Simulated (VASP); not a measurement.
# Sb (P4/mmm) in VASP: further runs

Sb is run at these levels: r2SCAN; tasks: single point.

Program: VASP 6.6.1. These are calculated values, not measurements. Logs are shortened: lines on timing, memory, paths and dates and some standing lists are left out, and cuts for length are marked.

## 1. The cell of the first run

The structure is tetragonal, space group P4/mmm (No. 123). Conventional cell: a = 3.239 Å, b = 3.239 Å, c = 3.318 Å, α = 90.00°, β = 90.00°, γ = 90.00°. Within 4.3 Å of Sb (site symmetry 4/mmm) lie 6 Sb at 3.24 to 3.32 Å.

## 2. Single point, r2SCAN (strain +0.025 along x and y, +0.050 along z)

POSCAR reads:

```
Sb
1.0
    3.2390000000      0.0000000000      0.0000000000
    0.0000000000      3.2390000000      0.0000000000
    0.0000000000      0.0000000000      3.3180000000
Sb
1
Direct
    0.0000000000      0.0000000000      0.0000000000
```

INCAR.step1 reads:

```
ALGO     = Normal         # electronic algorithm
EDIFF    = 1E-4           # SCF threshold, eV
ENCUT    = 520            # plane-wave cutoff, eV
GGA      = PE             # functional
ISMEAR   = 0              # smearing method
LASPH    = True           # aspherical terms in the spheres
LCHARG   = False          # write CHGCAR
LREAL    = False          # projectors in reciprocal space
LWAVE    = True           # write WAVECAR
NBANDS   = 8              # bands
NELM     = 100            # most SCF steps
PREC     = Accurate       # precision mode
SIGMA    = 0.15           # smearing width, eV
```

INCAR.step2 reads:

```
ALGO     = Normal         # electronic algorithm
EDIFF    = 1E-6           # SCF threshold, eV
ENCUT    = 520            # plane-wave cutoff, eV
ISIF     = 2              # what is computed and relaxed
ISMEAR   = 0              # smearing method
ISTART   = 1            
LASPH    = True           # aspherical terms in the spheres
LCHARG   = False          # write CHGCAR
LMIXTAU  = True         
LREAL    = False          # projectors in reciprocal space
LWAVE    = False          # write WAVECAR
METAGGA  = R2SCAN         # meta-GGA
NBANDS   = 8              # bands
NELM     = 100            # most SCF steps
PREC     = Accurate       # precision mode
SIGMA    = 0.15           # smearing width, eV
```

KPOINTS reads:

```
k-points
0
Gamma
  16 16 16
```

Potentials or basis: VASP PAW PBE potentials, release 64 (Sb).

On the command line:

```sh
> cat potpaw_PBE.64/Sb/POTCAR > POTCAR
> cp INCAR.step1 INCAR
> mpirun -np 1 vasp_std > vasp.out
> cp INCAR.step2 INCAR
> mpirun -np 1 vasp_std > vasp.out
```

OUTCAR:

```text
EDIFF = 1E-6
   ENCUT = 520
   ISIF = 2
   ISMEAR = 0
   ISTART = 1
   LASPH = True
   LREAL = False
   METAGGA = R2SCAN
   NELM = 100
   PREC = Accurate

 ion  position               nearest neighbor table
   1  0.000  0.000  0.000-

  LATTYP: Found a simple tetragonal cell.
 ALAT       =     3.2390000000
 C/A-ratio  =     1.0243902439

  Lattice vectors:

 A1 = (   3.2390000000,   0.0000000000,   0.0000000000)
 A2 = (   0.0000000000,   3.2390000000,   0.0000000000)
 A3 = (   0.0000000000,   0.0000000000,   3.3180000000)

Analysis of symmetry for initial positions (statically):
=====================================================================
 Subroutine PRICEL returns:
 Original cell was already a primitive cell.

 Routine SETGRP: Setting up the symmetry group for a
 simple tetragonal supercell.

 Subroutine GETGRP returns: Found 16 space group operations
 (whereof 16 operations were pure point group operations)
 out of a pool of 16 trial point group operations.

The static configuration has the point symmetry D_4h.

Analysis of symmetry for dynamics (positions and initial velocities):
=====================================================================
 Subroutine PRICEL returns:
 Original cell was already a primitive cell.

 Routine SETGRP: Setting up the symmetry group for a
 simple tetragonal supercell.

 Subroutine GETGRP returns: Found 16 space group operations
 (whereof 16 operations were pure point group operations)
 out of a pool of 16 trial point group operations.

The dynamic configuration has the point symmetry D_4h.

 Subroutine INISYM returns: Found 16 space group operations
 (whereof 16 operations are pure point group operations),
 and found     1 'primitive' translations

----------------------------------------------------------------------------------------

                                     Primitive cell

  volume of cell :      34.8095

  direct lattice vectors                    reciprocal lattice vectors
     3.239000000  0.000000000  0.000000000     0.308737265  0.000000000  0.000000000
     0.000000000  3.239000000  0.000000000     0.000000000  0.308737265  0.000000000
     0.000000000  0.000000000  3.318000000     0.000000000  0.000000000  0.301386377

  length of vectors
     3.239000000  3.239000000  3.318000000     0.308737265  0.308737265  0.301386377

  position of ions in fractional coordinates (direct lattice)
     0.000000000  0.000000000  0.000000000

  ion indices of the primitive-cell ions
   primitive index   ion index
                 1           1

----------------------------------------------------------------------------------------

 KPOINTS: k-points

Automatic generation of k-mesh.
 Grid dimensions read from file:
 generate k-points for:   16   16   16

 Generating k-lattice:

  Cartesian coordinates                     Fractional coordinates (reciprocal lattice)
     0.019296079  0.000000000  0.000000000     0.062500000  0.000000000  0.000000000
     0.000000000  0.019296079  0.000000000     0.000000000  0.062500000  0.000000000
     0.000000000  0.000000000  0.018836649     0.000000000  0.000000000  0.062500000

  Length of vectors
     0.019296079  0.019296079  0.018836649

  Shift w.r.t. Gamma in fractional coordinates (k-lattice)
     0.000000000  0.000000000  0.000000000

 Subroutine IBZKPT returns following result:
 ===========================================

 Found    405 irreducible k-points:

 Following reciprocal coordinates:
            Coordinates               Weight
  0.000000  0.000000  0.000000      1.000000
  0.062500  0.000000  0.000000      4.000000
  0.125000  0.000000  0.000000      4.000000
  0.187500  0.000000  0.000000      4.000000
  0.250000  0.000000  0.000000      4.000000
  0.312500  0.000000  0.000000      4.000000
[... 16 lines left out ...]
  0.437500  0.125000  0.000000      8.000000
  0.500000  0.125000  0.000000      4.000000
 [... further k-points ...]
   k-points           NKPTS =    405   k-points in BZ     NKDIM =    405   number of bands    NBANDS=      8
   number of dos      NEDOS =    301   number of ions     NIONS =      1
   total plane-waves  NPLWV =  16128
   dimension x,y,z NGX =    24 NGY =   24 NGZ =   28
   dimension x,y,z NGXF=    48 NGYF=   48 NGZF=   56
   ions per type =               1
   NGX,Y,Z   is equivalent  to a cutoff of  12.32, 12.32, 14.03 a.u.
   NGXF,Y,Z  is equivalent  to a cutoff of  24.64, 24.64, 28.06 a.u.
 SYSTEM =  unknown system
   PREC   = accura    normal or accurate (medium, high low for compatibility)
   ISTART =      1    job   : 0-new  1-cont  2-samecut
   ICHARG =      0    charge: 1-file 2-atom 10-const
   ISPIN  =      1    spin polarized calculation?
   LNONCOLLINEAR =      F non collinear calculations
   LSORBIT =      F    spin-orbit coupling
   LASPH  =      T    aspherical Exc in radial PAW
   ENCUT  =  520.0 eV  38.22 Ry    6.18 a.u.   6.02  6.02  6.17*2*pi/ulx,y,z
   NELM   =    100;   NELMIN=  2; NELMDL=  0     # of ELM steps
   EDIFF  = 0.1E-05   stopping-criterion for ELM
   LREAL  =      F    real-space projection
   EDIFFG = 0.1E-04   stopping-criterion for IOM
   NSW    =      0    number of steps for IOM
   IBRION =     -1    ionic relax: 0-MD 1-quasi-New 2-CG
   NFREE  =      0    steps in history (QN), initial steepest desc. (CG)
   ISIF   =      2    stress and relaxation
   ISYM   =      2    0-nonsym 1-usesym 2-fastsym
   POTIM  = 0.5000    time-step for ionic-motion
   TEBEG  =    0.0;   TEEND  =   0.0 temperature during run
   PSTRESS=    0.0 pullay stress
   NELECT =       5.0000    total number of electrons
   NUPDOWN=      -1.0000    fix difference up-down
   EMIN   =  10.00;   EMAX   =-10.00  energy-range for DOS
   EFERMI =   0.00;   METHOD = LEGACY
   ISMEAR =     0;   SIGMA  =   0.15  broadening in eV -4-tet -1-fermi 0-gaus
   EFERMI_NEDOS =   21; number of points for ismear=-14 and -15
   IALGO  =     38    algorithm
   IMIX   =      4    mixing-type and parameters
     AMIX     =   0.40;   BMIX     =  1.00
     AMIX_MAG =   1.60;   BMIX_MAG =  1.00
  volume/ion in A,a.u.               =      34.81       234.91
  Fermi-wavevector in a.u.,A,eV,Ry     =   0.857364  1.620184 10.001283  0.735074
  Thomas-Fermi vector in A             =   1.974407
   LORBIT       =      0    0 simple, 1 ext, 2 COOP (PROOUT), +10 PAW based schemes
   METAGGA = R2SCAN    functional components
   LHFCALC =     F    Hartree Fock is set to
   AEXX    =    0.0000 exact exchange contribution
   IVDW    =     0    specifies the selected vdW correction
   LEPSILON=     F    determine dielectric tensor
   LRPA    =     F    only Hartree local field effects (RPA)
 non-spin polarized calculation
 Gauss-broadening in eV      SIGMA  =   0.15
  energy-cutoff  :      520.00
  volume of cell :       34.81
 maximum number of plane-waves:       958
   NGX = 13   NGY = 13   NGZ = 13

 number of electron       4.9999999 magnetization

 Free energy of the ion-electron system (eV)
  ---------------------------------------------------
  ext. energy  EPLUGINS =         0.00000000
  ---------------------------------------------------
  free energy    TOTEN  =       -25.50029654 eV

  energy without entropy =      -25.49314337  energy(sigma->0) =      -25.49671996

 E-fermi :   5.2420     XC(G=0):  -9.4338

 val. band max:        5.2366152461   @ k =   0.1875   0.0625   0.1250
 cond. band min:       5.2494915491   @ k =   0.3750   0.3125   0.3750
 fundamental gap:      0.0128763029
 Fermi energy:         5.2419813552

 k-point     1 :       0.0000    0.0000    0.0000
  band No.  band energies     occupation
      1      -6.6253      2.00000
      2       7.8521      0.00000
      3       8.4568      0.00000
      4       8.4568      0.00000
      5      12.1524      0.00000
      6      12.4905      0.00000
      7      13.4640      0.00000
      8      22.6684      0.00000

 k-point     2 :       0.0625    0.0000    0.0000
  band No.  band energies     occupation
      1      -6.5731      2.00000
      2       7.7944      0.00000
      3       7.9016      0.00000
      4       8.5065      0.00000
      5      12.2202      0.00000
      6      12.8230      0.00000
      7      13.8990      0.00000
      8      22.0541      0.00000

 k-point     3 :       0.1250    0.0000    0.0000
  band No.  band energies     occupation
      1      -6.4180      2.00000
      2       6.4602      0.00000
      3       8.0471      0.00000
      4       8.6527      0.00000
      5      12.3623      0.00000
      6      13.1409      0.00000
      7      15.2825      0.00000
      8      20.9701      0.00000

 k-point     4 :       0.1875    0.0000    0.0000
  band No.  band energies     occupation
      1      -6.1650      2.00000
      2       5.0147      1.96786
      3       8.2786      0.00000
      4       8.8852      0.00000
      5      12.5855      0.00000
      6      13.4254      0.00000
      7      17.0248      0.00000
      8      19.8466      0.00000

 k-point     5 :       0.2500    0.0000    0.0000
  band No.  band energies     occupation
      1      -5.8252      2.00000
      2       3.6309      2.00000
      3       8.5775      0.00000
      4       9.1854      0.00000
      5      12.8874      0.00000
      6      13.7803      0.00000
      7      18.6267      0.00000
      8      18.7831      0.00000
[... 177 lines left out ...]
 k-point    22 :       0.3750    0.1250    0.0000
  band No.  band energies     occupation
      1      -4.7887      2.00000
      2       1.5467      2.00000
      3       7.9381      0.00000
      4       9.4318      0.00000
      5      13.9612      0.00000
      6      14.6310      0.00000
      7      16.9639      0.00000
      8      17.2388      0.00000

 k-point    23 :       0.4375    0.1250    0.0000
  band No.  band energies     occupation
      1      -4.4373      2.00000
      2       0.8238      2.00000
      3       8.2187      0.00000
      4       9.6748      0.00000
      5      13.8516      0.00000
      6      14.6741      0.00000
      7      16.7301      0.00000
      8      16.8995      0.00000

 k-point    24 :       0.5000    0.1250    0.0000
  band No.  band energies     occupation
      1      -4.2935      2.00000
      2       0.5555      2.00000
      3       8.3282      0.00000
      4       9.7666      0.00000
      5      13.6955      0.00000
      6      14.8600      0.00000
      7      16.5493      0.00000
      8      16.7199      0.00000

 [... further k-points ...]
[... 5 lines left out ...]
  --------------------------------------------------------------------------------------
  -------------------------------------------------------------------------------------
  Total       -1.4279158     -1.4279158     -1.6819886      0.0000000      0.0000000      0.0000000
  in kB      -65.7226247    -65.7226247    -77.4168223      0.0000000      0.0000000      0.0000000
  external PRESSURE =     -69.6206905 kB  Pullay stress =       0.0000000 kB

 VOLUME and BASIS-vectors are now :
 -----------------------------------------------------------------------------
  energy-cutoff  :      520.00
  volume of cell :       34.81
      direct lattice vectors                 reciprocal lattice vectors
     3.239000000  0.000000000  0.000000000     0.308737265  0.000000000  0.000000000
     0.000000000  3.239000000  0.000000000     0.000000000  0.308737265  0.000000000
     0.000000000  0.000000000  3.318000000     0.000000000  0.000000000  0.301386377

 POSITION                                       TOTAL-FORCE (eV/Angst)
 -----------------------------------------------------------------------------------
      0.00000      0.00000      0.00000         0.000000      0.000000      0.000000
 -----------------------------------------------------------------------------------
    total drift:                                0.000000      0.000000     -0.000000

  FREE ENERGIE OF THE ION-ELECTRON SYSTEM (eV)
  ---------------------------------------------------
  free  energy   TOTEN  =       -25.5002965439 eV

  energy  without entropy=      -25.4931433731  energy(sigma->0) =      -25.49671996
```

It took 2 min on 1 thread of Intel Xeon Platinum 8488C (Sapphire Rapids), shared host; peak memory 0.23 GiB.

Results:

```
Free energy            : -25.5003 eV
Pressure               : -7.0 GPa
Band gap on the k mesh : zero (an odd number of electrons rules out a gap without spin polarisation)
```

Caveat: the cell differs from its parent crystal (strain +0.025 along x and y, +0.050 along z); the cell stands under tension; the PAW data sets were made with another functional, which shifts forces and pressure a little; spin-orbit coupling is left out, which moves the levels of the heavy elements.

## 3. Single point, r2SCAN (strain +0.050 along x and y, +0.025 along z)

POSCAR reads:

```
Sb
1.0
    3.3180000000      0.0000000000      0.0000000000
    0.0000000000      3.3180000000      0.0000000000
    0.0000000000      0.0000000000      3.2390000000
Sb
1
Direct
    0.0000000000      0.0000000000      0.0000000000
```

INCAR.step1 reads:

```
ALGO     = Normal         # electronic algorithm
EDIFF    = 1E-4           # SCF threshold, eV
ENCUT    = 520            # plane-wave cutoff, eV
GGA      = PE             # functional
ISMEAR   = 0              # smearing method
LASPH    = T              # aspherical terms in the spheres
LCHARG   = F              # write CHGCAR
LREAL    = F              # projectors in reciprocal space
LWAVE    = T              # write WAVECAR
NBANDS   = 8              # bands
NELM     = 60             # most SCF steps
PREC     = Accurate       # precision mode
SIGMA    = 0.15           # smearing width, eV
```

INCAR.step2 reads:

```
ALGO     = Normal         # electronic algorithm
EDIFF    = 1E-7           # SCF threshold, eV
ENCUT    = 520            # plane-wave cutoff, eV
ISIF     = 2              # what is computed and relaxed
ISMEAR   = 0              # smearing method
ISTART   = 1            
LASPH    = T              # aspherical terms in the spheres
LCHARG   = F              # write CHGCAR
LMIXTAU  = T            
LREAL    = F              # projectors in reciprocal space
LWAVE    = F              # write WAVECAR
METAGGA  = R2SCAN         # meta-GGA
NBANDS   = 8              # bands
NELM     = 60             # most SCF steps
PREC     = Accurate       # precision mode
SIGMA    = 0.15           # smearing width, eV
```

KPOINTS is that of step 2.

Potentials or basis: VASP PAW PBE potentials, release 64 (Sb).

On the command line:

```sh
> cat potpaw_PBE.64/Sb/POTCAR > POTCAR
> cp INCAR.step1 INCAR
> mpirun -np 1 vasp_std > vasp.out
> cp INCAR.step2 INCAR
> mpirun -np 1 vasp_std > vasp.out
```

It took 3.1 min on 1 thread of Intel Xeon Platinum 8488C (Sapphire Rapids), shared host; peak memory 0.24 GiB.

The run converged. Its results:

* Free energy: -25.4622 eV
* Pressure: -7.5 GPa
* Band gap on the k mesh: zero (an odd number of electrons rules out a gap without spin polarisation)

Stress tensor (GPa, compression positive):
```
-7.79  0.00  0.00
 0.00 -7.79  0.00
 0.00  0.00 -6.97
```

Levels at points of the mesh, in eV from the Fermi level:
```tsv
k point	band 1	band 2	band 3	band 4	band 5	band 6
(0.00, 0.00, 0.00)	-11.71	2.75	2.75	3.35	6.97	7.12
(0.50, 0.00, 0.00)	-9.85	-4.68	4.25	4.87	8.84	10.82
(0.50, 0.50, 0.00)	-7.90	-3.06	-3.06	3.06	6.36	12.23
(0.00, 0.00, 0.50)	-9.58	-4.76	4.47	4.47	8.90	10.56
(0.50, 0.00, 0.50)	-7.61	-3.17	-2.86	3.11	5.96	12.04
(0.50, 0.50, 0.50)	-5.47	-1.70	-1.36	-1.36	5.37	5.37
```

Caveat: the cell differs from its parent crystal (strain +0.050 along x and y, +0.025 along z); the cell stands under tension; the PAW data sets were made with another functional, which shifts forces and pressure a little; spin-orbit coupling is left out, which moves the levels of the heavy elements.
